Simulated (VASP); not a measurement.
# SiC (P6_3mc) in VASP: further runs

The runs below take SiC through single point, with PBE.

Program: VASP 6.6.1. These are calculated values, not measurements. Logs are shortened: lines on timing, memory, paths and dates and some standing lists are left out, and cuts for length are marked.

### 1 The cell of the first run

Symmetry: P6_3mc, No. 186, hexagonal system. The conventional cell has a = 3.031 Å, b = 3.031 Å, c = 9.922 Å, α = 90.00°, β = 90.00°, γ = 120.00°. Within 2.5 Å of Si (site symmetry 3m) lie 4 C at 1.85 to 1.86 Å. Within 2.5 Å of Si (site symmetry 3m) lie 4 C at 1.86 to 1.87 Å. Within 2.5 Å of C (site symmetry 3m) lie 4 Si at 1.86 Å. Within 2.5 Å of C (site symmetry 3m) lie 4 Si at 1.85 to 1.87 Å.

### 2 Single point, PBE (9.87 Å³/atom)

Input file INCAR:

```
SYSTEM = SiC
  PREC = Accurate
  ENCUT = 520
  EDIFF = 1E-7
  ISMEAR = 0
  SIGMA = 0.01
  LREAL = .FALSE.
  LASPH = .TRUE.
  NELM = 80
  ALGO = Normal
  ISIF = 2
  LWAVE = .FALSE.
  LCHARG = .FALSE.
  GGA = PE
  NBANDS = 26
```

Input file KPOINTS:

```
Automatic mesh
0
G
  9 9 2
  0 0 0
```

Input file POSCAR:

```
SiC
1.0
    3.0308699418      0.0000000000      0.0000000000
   -1.5154349709      2.6248103651      0.0000000000
    0.0000000000      0.0000000000      9.9222913438
Si C
4 4
Direct
    0.0000000000      0.0000000000     -0.0001500102
    0.3333333333      0.6666666667      0.2499054348
    0.0000000000      0.0000000000      0.4998499898
    0.6666666667      0.3333333333      0.7499054348
    0.0000000000      0.0000000000      0.1873051250
    0.3333333333      0.6666666667      0.4379394504
    0.0000000000      0.0000000000      0.6873051250
    0.6666666667      0.3333333333      0.9379394504
```

Potentials or basis: VASP PAW PBE potentials, release 64 (Si, C).

Started as:

```
> cat potpaw_PBE.64/Si/POTCAR potpaw_PBE.64/C/POTCAR > POTCAR
> mpirun -np 1 vasp_std > vasp.out
```

OUTCAR:

```text
SYSTEM = SiC
   PREC = Accurate
   ENCUT = 520
   EDIFF = 1E-7
   ISMEAR = 0
   LREAL = .FALSE.
   LASPH = .TRUE.
   NELM = 80
   ISIF = 2
   GGA = PE

 ion  position               nearest neighbor table
   1  0.000  0.000  1.000-   8 1.85   8 1.85   8 1.85   5 1.86   4 3.04   4 3.04   4 3.04   2 3.04
                             2 3.04   2 3.04
   2  0.333  0.667  0.250-   5 1.86   5 1.86   5 1.86   6 1.87   3 3.04   3 3.04   3 3.04   1 3.04
                             1 3.04   1 3.04
   3  0.000  0.000  0.500-   6 1.85   6 1.85   6 1.85   7 1.86   2 3.04   2 3.04   2 3.04   4 3.04
                             4 3.04   4 3.04
   4  0.667  0.333  0.750-   7 1.86   7 1.86   7 1.86   8 1.87   1 3.04   1 3.04   1 3.04   3 3.04
                             3 3.04   3 3.04
   5  0.000  0.000  0.187-   2 1.86   2 1.86   2 1.86   1 1.86
   6  0.333  0.667  0.438-   3 1.85   3 1.85   3 1.85   2 1.87
   7  0.000  0.000  0.687-   4 1.86   4 1.86   4 1.86   3 1.86
   8  0.667  0.333  0.938-   1 1.85   1 1.85   1 1.85   4 1.87

  LATTYP: Found a hexagonal cell.
 ALAT       =     3.0308699418
 C/A-ratio  =     3.2737436889

  Lattice vectors:

 A1 = (   3.0308699418,   0.0000000000,   0.0000000000)
 A2 = (  -1.5154349709,   2.6248103651,   0.0000000000)
 A3 = (   0.0000000000,   0.0000000000,   9.9222913438)

Analysis of symmetry for initial positions (statically):
=====================================================================
 Subroutine PRICEL returns:
 Original cell was already a primitive cell.

 Routine SETGRP: Setting up the symmetry group for a
 hexagonal supercell.

 Subroutine GETGRP returns: Found 12 space group operations
 (whereof  6 operations were pure point group operations)
 out of a pool of 24 trial point group operations.

The static configuration has the point symmetry C_3v.
 The point group associated with its full space group is C_6v.

Analysis of symmetry for dynamics (positions and initial velocities):
=====================================================================
 Subroutine PRICEL returns:
 Original cell was already a primitive cell.

 Routine SETGRP: Setting up the symmetry group for a
 hexagonal supercell.

 Subroutine GETGRP returns: Found 12 space group operations
 (whereof  6 operations were pure point group operations)
 out of a pool of 24 trial point group operations.

[... 115 lines left out ...]
   NSW    =      0    number of steps for IOM
   IBRION =     -1    ionic relax: 0-MD 1-quasi-New 2-CG
   NFREE  =      0    steps in history (QN), initial steepest desc. (CG)
   ISIF   =      2    stress and relaxation
   ISYM   =      2    0-nonsym 1-usesym 2-fastsym
   POTIM  = 0.5000    time-step for ionic-motion
   TEBEG  =    0.0;   TEEND  =   0.0 temperature during run
   PSTRESS=    0.0 pullay stress
   NELECT =      32.0000    total number of electrons
   NUPDOWN=      -1.0000    fix difference up-down
   EMIN   =  10.00;   EMAX   =-10.00  energy-range for DOS
   EFERMI =   0.00;   METHOD = LEGACY
   ISMEAR =     0;   SIGMA  =   0.01  broadening in eV -4-tet -1-fermi 0-gaus
   EFERMI_NEDOS =   21; number of points for ismear=-14 and -15
   IALGO  =     38    algorithm
   IMIX   =      4    mixing-type and parameters
     AMIX     =   0.40;   BMIX     =  1.00
     AMIX_MAG =   1.60;   BMIX_MAG =  1.00
  volume/ion in A,a.u.               =       9.87        66.59
  Fermi-wavevector in a.u.,A,eV,Ry     =   1.211618  2.289626 19.973603  1.468018
  Thomas-Fermi vector in A             =   2.347128
   LORBIT       =      0    0 simple, 1 ext, 2 COOP (PROOUT), +10 PAW based schemes
   GGA     = PE    functional components
   LHFCALC =     F    Hartree Fock is set to
   AEXX    =    0.0000 exact exchange contribution
   IVDW    =     0    specifies the selected vdW correction
   LEPSILON=     F    determine dielectric tensor
   LRPA    =     F    only Hartree local field effects (RPA)
 non-spin polarized calculation
 Gauss-broadening in eV      SIGMA  =   0.01
  energy-cutoff  :      520.00
  volume of cell :       78.94
 maximum number of plane-waves:      2158
 NGX is ok and might be reduce to    24
   NGX = 11   NGY = 11   NGZ = 37

 number of electron      31.9999998 magnetization

 Free energy of the ion-electron system (eV)
  ---------------------------------------------------
  ext. energy  EPLUGINS =         0.00000000
  ---------------------------------------------------
  free energy    TOTEN  =       -60.02499633 eV

  energy without entropy =      -60.02499633  energy(sigma->0) =      -60.02499633

 E-fermi :   8.8447     XC(G=0): -11.5614

 val. band max:        8.7180386235   @ k =   0.0000   0.0000   0.0000
 cond. band min:      11.0718742306   @ k =   0.4444   0.0000   0.0000
 fundamental gap:      2.3538356071
 Fermi energy:         8.8446789532

 k-point     1 :       0.0000    0.0000    0.0000
  band No.  band energies     occupation
      1      -7.1427      2.00000
      2      -5.9204      2.00000
      3      -5.8800      2.00000
      4      -3.3969      2.00000
      5      -0.1618      2.00000
      6       4.2483      2.00000
[... 685 lines left out ...]
     25      19.4936      0.00000
     26      19.5569      0.00000

------------------------ aborting loop because EDIFF is reached ----------------------------------------

  FORCE on cell =-STRESS in cart. coord.  units (eV):
  Direction    XX          YY          ZZ          XY          YZ          ZX
  --------------------------------------------------------------------------------------
  -------------------------------------------------------------------------------------
  Total        7.3353255      7.3353255      7.2405133      0.0000000      0.0000000     -0.0000000
  in kB      148.8856236    148.8856236    146.9612134      0.0000000      0.0000000     -0.0000000
  external PRESSURE =     148.2441535 kB  Pullay stress =       0.0000000 kB

 VOLUME and BASIS-vectors are now :
 -----------------------------------------------------------------------------
  energy-cutoff  :      520.00
  volume of cell :       78.94
      direct lattice vectors                 reciprocal lattice vectors
     3.030869942  0.000000000  0.000000000     0.329938275  0.190489952  0.000000000
    -1.515434971  2.624810365  0.000000000     0.000000000  0.380979904  0.000000000
     0.000000000  0.000000000  9.922291344     0.000000000  0.000000000  0.100783172

 POSITION                                       TOTAL-FORCE (eV/Angst)
 -----------------------------------------------------------------------------------
      0.00000      0.00000      9.92080        -0.000000     -0.000000     -0.007554
     -0.00000      1.74987      2.47963         0.000000      0.000000      0.017298
      0.00000      0.00000      4.95966         0.000000      0.000000     -0.007554
      1.51543      0.87494      7.44078        -0.000000      0.000000      0.017298
      0.00000      0.00000      1.85850        -0.000000     -0.000000     -0.002357
     -0.00000      1.74987      4.34536         0.000000     -0.000000     -0.007388
      0.00000      0.00000      6.81964        -0.000000     -0.000000     -0.002357
      1.51543      0.87494      9.30651        -0.000000     -0.000000     -0.007388
 -----------------------------------------------------------------------------------
    total drift:                                0.000000      0.000000     -0.000271

  FREE ENERGIE OF THE ION-ELECTRON SYSTEM (eV)
  ---------------------------------------------------
  free  energy   TOTEN  =       -60.0249963315 eV

  energy  without entropy=      -60.0249963315  energy(sigma->0) =      -60.02499633
```

Run time: 89 s. Hardware: 1 thread of Intel Xeon 8259CL, shared host; peak memory 0.21 GiB.

What came out:

- Free energy: -60.0250 eV
- Pressure: 14.8 GPa
- Largest force: 0.017 eV/Å
- Band gap on the k mesh: 2.35 eV (least direct gap 3.45 eV)

Forces on the atoms (eV/Å):
```
Si   0.000  0.000 -0.008
Si   0.000  0.000  0.017
Si   0.000  0.000 -0.008
Si   0.000  0.000  0.017
C    0.000  0.000 -0.002
C    0.000  0.000 -0.007
C    0.000  0.000 -0.002
C    0.000  0.000 -0.007
```

Caveat: the cell stands under pressure. A k mesh can miss the band edges.

### 3 Single point, PBE (10.18 Å³/atom)

This run uses another cell than the first one, of 10.18 Å³/atom.

Input file INCAR:

```
PREC = Accurate
ENCUT = 520
EDIFF = 1E-7
ISMEAR = 0
SIGMA = 0.01
LREAL = F
LASPH = T
NELM = 100
ALGO = Normal
ISIF = 2
LWAVE = F
LCHARG = F
GGA = PE
NBANDS = 26
```

Input file KPOINTS:

```
regular mesh
0
Gamma
  9 9 2
```

Edit POSCAR of step 2 so:

```diff
@@ -2,5 +2,5 @@
 1.0
-    3.0308699418      0.0000000000      0.0000000000
-   -1.5154349709      2.6248103651      0.0000000000
-    0.0000000000      0.0000000000      9.9222913438
+    3.0627761806      0.0000000000      0.0000000000
+   -1.5313880903      2.6524419785      0.0000000000
+    0.0000000000      0.0000000000     10.0267441917
 Si C
```

Potentials or basis: VASP PAW PBE potentials, release 64 (Si, C).

Started as:

```
> cat potpaw_PBE.64/Si/POTCAR potpaw_PBE.64/C/POTCAR > POTCAR
> mpirun -np 1 vasp_std > vasp.out
```

Run time: 62 s. Hardware: 1 thread of Intel Xeon 8259CL, shared host; peak memory 0.21 GiB.

Results (log left out):

* Free energy: -60.1947 eV
* Pressure: 6.8 GPa
* Largest force: 0.007 eV/Å
* Band gap on the k mesh: 2.34 eV (least direct gap 3.44 eV)

Forces on the atoms (eV/Å):
```
Si   0.000  0.000 -0.002
Si   0.000  0.000  0.007
Si   0.000  0.000 -0.002
Si   0.000  0.000  0.007
C    0.000  0.000 -0.002
C    0.000  0.000 -0.002
C    0.000  0.000 -0.002
C    0.000  0.000 -0.002
```

Stress tensor (GPa, compression positive):
```
6.88 0.00 0.00
0.00 6.88 0.00
0.00 0.00 6.80
```

Levels at points of the mesh, in eV from the valence-band top:
| k point | band 14 | band 15 | band 16 | band 17 | band 18 | band 19 |
| --- | --- | --- | --- | --- | --- | --- |
| (0.00, 0.00, 0.00) | -0.05 | 0.00 | 0.00 | 5.23 | 5.80 | 6.45 |
| (0.00, 0.00, 0.50) | -0.21 | -0.21 | -0.21 | 5.43 | 5.43 | 6.91 |

Caveat: the cell stands under pressure.
